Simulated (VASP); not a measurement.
# TiTe2 (P1) in VASP: single point with PBE

Aim: the single point of TiTe2 with PBE.

All numbers are computed with VASP 6.6.1; they aren't measurements. Logs are shortened: lines on timing, memory, paths and dates and some standing lists are left out, and cuts for length are marked.

## Step 1: The cell of the first run

The typed cell holds 3 atoms: a = 3.783 Å, b = 3.834 Å, c = 7.056 Å, α = 89.12°, β = 91.45°, γ = 120.26°.

## Step 2: Single point, PBE (atoms moved at random and the cell strained at random)

The input, INCAR:

```
SYSTEM = TiTe2
ALGO = Normal ; EDIFF = 1E-6
ENCUT = 520 ; GGA = PE
ISIF = 2 ; ISMEAR = 0
LASPH = .True. ; LCHARG = .False.
LREAL = .False. ; LWAVE = .False.
NBANDS = 19 ; NELM = 80
PREC = Accurate ; SIGMA = 0.05
```

The input, KPOINTS:

```
k-points
0
Gamma
  10 10 6
  0 0 0
```

The input, POSCAR:

```
TiTe2
1.0
    3.7827265013     -0.0230768823     -0.0477795940
   -1.9113484170      3.3229950679      0.0290316072
   -0.0897675743      0.0111548170      7.0552783824
Ti Te
1 2
Direct
    0.0235954798     -0.0319364642      0.0218491930
    0.2737797741      0.6164045892      0.2415660596
    0.7026247462      0.4155318750      0.7365847474
```

Potentials or basis: VASP PAW PBE potentials, release 64 (Ti_sv, Te).

Command:

```console
cat potpaw_PBE.64/Ti_sv/POTCAR potpaw_PBE.64/Te/POTCAR > POTCAR
mpirun -np 1 vasp_std > vasp.out
```

OUTCAR:

```text
SYSTEM = TiTe2
   EDIFF = 1E-6
   ENCUT = 520
   GGA = PE
   ISIF = 2
   ISMEAR = 0
   LASPH = .True.
   LREAL = .False.
   NELM = 80
   PREC = Accurate

 ion  position               nearest neighbor table
   1  0.024  0.968  0.022-   2 2.50   2 2.67   3 2.73   2 2.93   3 3.05   3 3.22
   2  0.274  0.616  0.242-   1 2.50   1 2.67   1 2.93
   3  0.703  0.416  0.737-   1 2.73   1 3.05   1 3.22

  LATTYP: Found a triclinic cell.
 ALAT       =     3.7830986262
 B/A-ratio  =     1.0027921179
 C/A-ratio  =     1.8651002660
 COS(alpha) =     0.0098421960
 COS(beta)  =     0.0253595228
 COS(gamma) =     0.4879985503

  Lattice vectors:

 A1 = (  -3.7827265013,   0.0230768823,   0.0477795940)
 A2 = (  -1.8713780843,  -3.2999181856,   0.0187479868)
 A3 = (  -0.0897675743,   0.0111548170,   7.0552783824)

Analysis of symmetry for initial positions (statically):
=====================================================================
 Subroutine PRICEL returns:
 Original cell was already a primitive cell.

 Routine SETGRP: Setting up the symmetry group for a
 triclinic supercell.

 Subroutine GETGRP returns: Found  1 space group operations
 (whereof  1 operations were pure point group operations)
 out of a pool of  2 trial point group operations.

The static configuration has the point symmetry C_1 .

Analysis of symmetry for dynamics (positions and initial velocities):
=====================================================================
 Subroutine PRICEL returns:
 Original cell was already a primitive cell.

 Routine SETGRP: Setting up the symmetry group for a
 triclinic supercell.

 Subroutine GETGRP returns: Found  1 space group operations
 (whereof  1 operations were pure point group operations)
 out of a pool of  2 trial point group operations.

The dynamic configuration has the point symmetry C_1 .

 Subroutine INISYM returns: Found  1 space group operations
 (whereof  1 operations are pure point group operations),
 and found     1 'primitive' translations

----------------------------------------------------------------------------------------

                                     Primitive cell

  volume of cell :      88.3591

  direct lattice vectors                    reciprocal lattice vectors
     3.782726501 -0.023076882 -0.047779594     0.265330051  0.152587397  0.003134667
    -1.911348417  3.322995068  0.029031607     0.001836605  0.301993700 -0.000454102
    -0.089767574  0.011154817  7.055278382     0.001789305 -0.000209318  0.141760949

  length of vectors
     3.783098626  3.833587331  7.055858254     0.306092757  0.301999626  0.141772395

  position of ions in fractional coordinates (direct lattice)
     0.023595480  0.968063536  0.021849193
     0.273779774  0.616404589  0.241566060
     0.702624746  0.415531875  0.736584747

  ion indices of the primitive-cell ions
   primitive index   ion index
                 1           1
                 2           2
                 3           3

----------------------------------------------------------------------------------------

 KPOINTS: k-points

Automatic generation of k-mesh.
 Grid dimensions read from file:
 generate k-points for:   10   10    6

 Generating k-lattice:

  Cartesian coordinates                     Fractional coordinates (reciprocal lattice)
     0.026533005  0.015258740  0.000313467     0.100000000  0.000000000  0.000000000
     0.000183661  0.030199370 -0.000045410     0.000000000  0.100000000  0.000000000
     0.000298217 -0.000034886  0.023626825     0.000000000  0.000000000  0.166666667

  Length of vectors
     0.030609276  0.030199963  0.023628733

  Shift w.r.t. Gamma in fractional coordinates (k-lattice)
     0.000000000  0.000000000  0.000000000

 Subroutine IBZKPT returns following result:
 ===========================================

 Found    304 irreducible k-points:

 Following reciprocal coordinates:
            Coordinates               Weight
  0.000000  0.000000  0.000000      1.000000
  0.100000 -0.000000  0.000000      2.000000
  0.200000 -0.000000  0.000000      2.000000
  0.300000 -0.000000  0.000000      2.000000
  0.400000 -0.000000  0.000000      2.000000
  0.500000 -0.000000 -0.000000      1.000000
[... 16 lines left out ...]
 -0.400000  0.200000  0.000000      2.000000
 -0.300000  0.200000 -0.000000      2.000000
 [... further k-points ...]
   k-points           NKPTS =    304   k-points in BZ     NKDIM =    304   number of bands    NBANDS=     19
   number of dos      NEDOS =    301   number of ions     NIONS =      3
   total plane-waves  NPLWV =  45360
   dimension x,y,z NGX =    28 NGY =   30 NGZ =   54
   dimension x,y,z NGXF=    56 NGYF=   60 NGZF=  108
   ions per type =               1   2
   NGX,Y,Z   is equivalent  to a cutoff of  12.30, 13.01, 12.72 a.u.
   NGXF,Y,Z  is equivalent  to a cutoff of  24.61, 26.02, 25.45 a.u.
 SYSTEM =  TiTe2
   PREC   = accura    normal or accurate (medium, high low for compatibility)
   ISTART =      0    job   : 0-new  1-cont  2-samecut
   ICHARG =      2    charge: 1-file 2-atom 10-const
   ISPIN  =      1    spin polarized calculation?
   LNONCOLLINEAR =      F non collinear calculations
   LSORBIT =      F    spin-orbit coupling
   LASPH  =      T    aspherical Exc in radial PAW
   ENCUT  =  520.0 eV  38.22 Ry    6.18 a.u.   7.03  7.13 13.12*2*pi/ulx,y,z
   NELM   =     80;   NELMIN=  2; NELMDL= -5     # of ELM steps
   EDIFF  = 0.1E-05   stopping-criterion for ELM
   LREAL  =      F    real-space projection
   EDIFFG = 0.1E-04   stopping-criterion for IOM
   NSW    =      0    number of steps for IOM
   IBRION =     -1    ionic relax: 0-MD 1-quasi-New 2-CG
   NFREE  =      0    steps in history (QN), initial steepest desc. (CG)
   ISIF   =      2    stress and relaxation
   ISYM   =      2    0-nonsym 1-usesym 2-fastsym
   POTIM  = 0.5000    time-step for ionic-motion
   TEBEG  =    0.0;   TEEND  =   0.0 temperature during run
   PSTRESS=    0.0 pullay stress
   NELECT =      24.0000    total number of electrons
   NUPDOWN=      -1.0000    fix difference up-down
   EMIN   =  10.00;   EMAX   =-10.00  energy-range for DOS
   EFERMI =   0.00;   METHOD = LEGACY
   ISMEAR =     0;   SIGMA  =   0.05  broadening in eV -4-tet -1-fermi 0-gaus
   EFERMI_NEDOS =   21; number of points for ismear=-14 and -15
   IALGO  =     38    algorithm
   IMIX   =      4    mixing-type and parameters
     AMIX     =   0.40;   BMIX     =  1.00
     AMIX_MAG =   1.60;   BMIX_MAG =  1.00
  volume/ion in A,a.u.               =      29.45       198.76
  Fermi-wavevector in a.u.,A,eV,Ry     =   1.060217  2.003520 15.293767  1.124060
  Thomas-Fermi vector in A             =   2.195590
   LORBIT       =      0    0 simple, 1 ext, 2 COOP (PROOUT), +10 PAW based schemes
   GGA     = PE    functional components
   LHFCALC =     F    Hartree Fock is set to
   AEXX    =    0.0000 exact exchange contribution
   IVDW    =     0    specifies the selected vdW correction
   LEPSILON=     F    determine dielectric tensor
   LRPA    =     F    only Hartree local field effects (RPA)
 non-spin polarized calculation
 Gauss-broadening in eV      SIGMA  =   0.05
  energy-cutoff  :      520.00
  volume of cell :       88.36
 maximum number of plane-waves:      2401
   NGX = 15   NGY = 15   NGZ = 27

 number of electron      24.0000001 magnetization

 Free energy of the ion-electron system (eV)
  ---------------------------------------------------
  ext. energy  EPLUGINS =         0.00000000
  ---------------------------------------------------
  free energy    TOTEN  =       -15.66932352 eV

  energy without entropy =      -15.66803217  energy(sigma->0) =      -15.66867784

 E-fermi :   5.8933     XC(G=0):  -9.3550

 val. band max:        5.8930048303   @ k =   0.0000   0.0000   0.3333
 cond. band min:       5.8960657115   @ k =   0.1000  -0.0000   0.5000
 fundamental gap:      0.0030608811
 Fermi energy:         5.8932819901

 k-point     1 :       0.0000    0.0000    0.0000
  band No.  band energies     occupation
      1     -51.7378      2.00000
      2     -28.0205      2.00000
      3     -28.0027      2.00000
      4     -27.9401      2.00000
      5      -6.3424      2.00000
      6      -5.1797      2.00000
[... 11 lines left out ...]
     18      10.8054      0.00000
     19      11.4106      0.00000

 k-point     2 :       0.1000   -0.0000    0.0000
  band No.  band energies     occupation
      1     -51.7375      2.00000
      2     -28.0230      2.00000
      3     -28.0043      2.00000
      4     -27.9397      2.00000
      5      -6.2414      2.00000
      6      -5.1089      2.00000
[... 11 lines left out ...]
     18      11.1924      0.00000
     19      12.1141      0.00000

 k-point     3 :       0.2000   -0.0000    0.0000
  band No.  band energies     occupation
      1     -51.7369      2.00000
      2     -28.0302      2.00000
      3     -28.0078      2.00000
      4     -27.9384      2.00000
      5      -5.9543      2.00000
      6      -4.9131      2.00000
[... 11 lines left out ...]
     18      11.6724      0.00000
     19      12.0274      0.00000

 k-point     4 :       0.3000   -0.0000    0.0000
  band No.  band energies     occupation
      1     -51.7360      2.00000
      2     -28.0399      2.00000
      3     -28.0114      2.00000
      4     -27.9367      2.00000
      5      -5.5372      2.00000
      6      -4.6488      2.00000
[... 407 lines left out ...]
     18      10.6862      0.00000
     19      12.4066      0.00000

 k-point    23 :      -0.4000    0.2000    0.0000
  band No.  band energies     occupation
      1     -51.7356      2.00000
      2     -28.0468      2.00000
      3     -28.0118      2.00000
      4     -27.9355      2.00000
      5      -5.3282      2.00000
      6      -4.5383      2.00000
[... 11 lines left out ...]
     18      11.5680      0.00000
     19      12.2189      0.00000

 k-point    24 :      -0.3000    0.2000   -0.0000
  band No.  band energies     occupation
      1     -51.7363      2.00000
      2     -28.0404      2.00000
      3     -28.0074      2.00000
      4     -27.9369      2.00000
      5      -5.6984      2.00000
      6      -4.7647      2.00000
[... 11 lines left out ...]
     18      11.7764      0.00000
     19      12.3230      0.00000

 [... further k-points ...]

------------------------ aborting loop because EDIFF is reached ----------------------------------------

  FORCE on cell =-STRESS in cart. coord.  units (eV):
  Direction    XX          YY          ZZ          XY          YZ          ZX
  --------------------------------------------------------------------------------------
  -------------------------------------------------------------------------------------
  Total        0.2153361      0.5082456      0.0595886     -1.2639523      1.0512145      2.2756414
  in kB        3.9045956      9.2157940      1.0804931    -22.9186935     19.0612112     41.2632093
  external PRESSURE =       4.7336276 kB  Pullay stress =       0.0000000 kB

 VOLUME and BASIS-vectors are now :
 -----------------------------------------------------------------------------
  energy-cutoff  :      520.00
  volume of cell :       88.36
      direct lattice vectors                 reciprocal lattice vectors
     3.782726501 -0.023076882 -0.047779594     0.265330051  0.152587397  0.003134667
    -1.911348417  3.322995068  0.029031607     0.001836605  0.301993700 -0.000454102
    -0.089767574  0.011154817  7.055278382     0.001789305 -0.000209318  0.141760949

 POSITION                                       TOTAL-FORCE (eV/Angst)
 -----------------------------------------------------------------------------------
     -1.76301      3.21657      0.18113        -1.107898      0.438762     -2.338034
     -0.16421      2.04469      1.70913         1.263346      0.082386      1.305285
      1.79749      1.37281      5.17530        -0.155448     -0.521148      1.032749
 -----------------------------------------------------------------------------------
    total drift:                                0.000060      0.000529      0.000109

  FREE ENERGIE OF THE ION-ELECTRON SYSTEM (eV)
  ---------------------------------------------------
  free  energy   TOTEN  =       -15.6693235167 eV

  energy  without entropy=      -15.6680321672  energy(sigma->0) =      -15.66867784
```

Wall time 3.6 min (1 thread of Intel Xeon 6975P-C (Granite Rapids), shared host); peak memory 0.59 GiB.

Results:

```
Free energy            : -15.6693 eV
Pressure               : 0.5 GPa
Largest force          : 2.624 eV/Å
Band gap on the k mesh : zero (bands 12 and 13 overlap by 0.42 eV)
```

Forces in eV/Å, atoms in the order of the input:
```
Ti  -1.108  0.439 -2.338
Te   1.263  0.082  1.305
Te  -0.155 -0.521  1.033
```

Caveat: the cell differs from its parent crystal (atoms moved at random and the cell strained at random); spin-orbit coupling is left out, which moves the levels of the heavy elements; forces of over 1 eV/Å act on the atoms, so gaps and moduli don't describe the material at rest.
